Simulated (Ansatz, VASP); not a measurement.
## Al2Cu in VASP and in Ansatz

```
Al Cu
1.0
    -2.02736    2.02736    2.86699
     2.02736   -2.02736    2.86699
     2.02736    2.02736   -2.86699
Al Cu
2 1
Direct
  0.75000 0.25000 0.50000
  0.25000 0.75000 0.50000
  0.50000 0.50000 0.00000
```

Alike in both runs: task single point; functional r2SCAN; k mesh 16 × 16 × 16; occupations gaussian, width 0.15 eV; no spin polarisation.

|  | VASP | Ansatz |
| --- | --- | --- |
| version | VASP 6.6.1 | Ansatz 0.2.0 |
| potentials or method | VASP PAW PBE potentials, release 64 (Al, Cu), cutoff 520 eV | scalar-relativistic, plane waves, PAW |
| valence electrons in the cell | 17 | 25 |

VASP gave:

| Property | Result |
| --- | --- |
| gap on the k mesh at the Fermi level (eV) | none |
| pressure (GPa) | -0.1 |

Q: Estimate Ansatz's values.

A: gap on the k mesh at the Fermi level (eV): none; pressure (GPa): 0.0.

VASP's potentials were made for PBE, not for r2SCAN. A gap of «none» marks a metal or a gap that the smearing closes. VASP's potentials hold 17 valence electrons a cell and Ansatz's 25, so a difference there can come from the potentials and not from the codes. Ansatz's warnings: near symmetry operations not taken.
